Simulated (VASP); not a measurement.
Here is a VASP 6.6.1 calculation.

File POSCAR:

```
Cd
1.0
    0.0000000000      2.1550282285      2.1550282285
    2.1550282285      0.0000000000      2.1550282285
    2.1550282285      2.1550282285      0.0000000000
Cd
1
Direct
    0.0000000000      0.0000000000      0.0000000000
```

Contents of INCAR.step1:

```
  PREC = Accurate
  ENCUT = 550
  ISMEAR = -1
  SIGMA = 0.1
  LREAL = False
  LASPH = True
  NELM = 120
  NBANDS = 12
  GGA = PE
  ALGO = Normal
  EDIFF = 1E-5
  LWAVE = True
  LCHARG = False
  GGA_COMPAT = False
```

Contents of INCAR.step2:

```
  PREC = Accurate
  ENCUT = 550
  EDIFF = 1E-6
  ISMEAR = -1
  SIGMA = 0.1
  LREAL = False
  LASPH = True
  NELM = 120
  ALGO = Normal
  ISIF = 2
  LWAVE = False
  LCHARG = False
  METAGGA = R2SCAN
  LMIXTAU = True
  NBANDS = 12
  ISTART = 1
  GGA_COMPAT = False
```

The input KPOINTS:

```
Automatic mesh
0
Gamma
  14 14 14
```

Potentials or basis: VASP PAW PBE potentials, release 64 (Cd).

Command:

```console
$ cat potpaw_PBE.64/Cd/POTCAR > POTCAR
$ cp INCAR.step1 INCAR
$ mpirun -np 1 vasp_std > vasp.out
$ cp INCAR.step2 INCAR
$ mpirun -np 1 vasp_std > vasp.out
```

**Question.** Estimate the pressure.

**Answer.** 6.0 GPa.

**Question.** What does it give for the band gap on the k mesh?

**Answer.** Zero (bands 6 and 7 overlap by 2.59 eV).

Caveat: the cell stands under pressure; the PAW data sets were made with another functional, which shifts forces and pressure a little.
